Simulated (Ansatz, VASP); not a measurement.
# One calculation of Nb, two programs

```xyz
14
Lattice="4.5916 0.0000 0.0000 2.2958 3.9765 0.0000 0.0000 0.0000 28.1844" Properties=species:S:1:pos:R:3 pbc="T T T"
Nb    4.5916    2.6510    8.3461
Nb    0.0000    0.0000    9.0047
Nb    2.2958    1.3255    9.8232
Nb    4.5916    2.6510   10.8777
Nb    0.0000    0.0000   11.7322
Nb    2.2958    1.3255   12.6926
Nb    4.5916    2.6510   13.6609
Nb    0.0000    0.0000   14.5235
Nb    2.2958    1.3255   15.4918
Nb    4.5916    2.6510   16.4522
Nb    0.0000    0.0000   17.3068
Nb    2.2958    1.3255   18.3612
Nb    4.5916    2.6510   19.1797
Nb    0.0000    0.0000   19.8383
```

Alike in both runs: functional LDA; k mesh 8 × 8 × 1; no spin polarisation.

Ansatz relaxed the structure, and its values are those at the end. VASP's run is a single point on that final structure, the one shown.

|  | VASP | Ansatz |
| --- | --- | --- |
| version | VASP 6.6.1 | Ansatz 0.2.0 |
| potentials or method | VASP PAW LDA potentials, release 64 (Nb_sv) | plane-wave PAW, scalar-relativistic |
| plane-wave cutoff (eV) | 520 | 420 |
| occupations | methfessel-paxton of order 1, width 0.1 eV | cold, width 0.1 eV |
| valence electrons in the cell | 182 | 182 |

```tsv
	VASP	Ansatz	Ansatz less VASP
rms of the force components (eV/Å)	0.011	0.001	-0.0104
```

LDA's correlation is that of Perdew and Zunger in VASP and of Perdew and Wang (1992) in Ansatz.
